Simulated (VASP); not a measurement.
Set up this calculation in VASP 6.6.1, as the native input.

```
Task                   : single point
Functional             : PBEsol
Potentials or basis    : VASP PAW PBE potentials, release 64 (Ga_d, N)
Cutoff                 : 600 eV
k mesh                 : 7 × 7 × 7
Occupations            : fermi-dirac, width 0.02 eV
Spin                   : no spin polarisation
Dipole correction      : no
Further INCAR settings : ALGO = Normal; EDIFF = 1e-06; NBANDS = 16
```

The structure of GaN lies in POSCAR:

```
GaN
1.0
    0.0000000000      2.2084305978      2.2535006100
    2.2084305978      0.0000000000      2.2535006100
    2.2084305978      2.2084305978      0.0000000000
Ga N
1 1
Direct
    0.0000000000      0.0000000000      0.0000000000
    0.7500000000      0.7500000000      0.7500000000
```

One way to write it, as run:

INCAR

```
SYSTEM = GaN
ALGO = Normal
EDIFF = 1E-6
ENCUT = 600
GGA = PS
GGA_COMPAT = .FALSE.
ISIF = 2
ISMEAR = -1
LASPH = .TRUE.
LCHARG = .FALSE.
LREAL = .FALSE.
LWAVE = .FALSE.
NBANDS = 16
NELM = 120
PREC = Accurate
SIGMA = 0.02
```

KPOINTS

```
k-points
0
G
  7 7 7
  0 0 0
```

Potentials or basis: VASP PAW PBE potentials, release 64 (Ga_d, N).

The run is started by

```sh
$ cat potpaw_PBE.64/Ga_d/POTCAR potpaw_PBE.64/N/POTCAR > POTCAR
$ mpirun -np 1 vasp_std > vasp.out
```

Results of the run:

```json
{
 "Pressure": "6.5 GPa",
 "Band gap on the k mesh": "1.91 eV"
}
```

Caveat: the cell stands under pressure; the PAW data sets were made with another functional, which shifts forces and pressure a little.

Run time: 20 s on 1 thread of AMD EPYC 7R13 Processor (Zen 3) (shared host), peak memory 0.13 GiB.
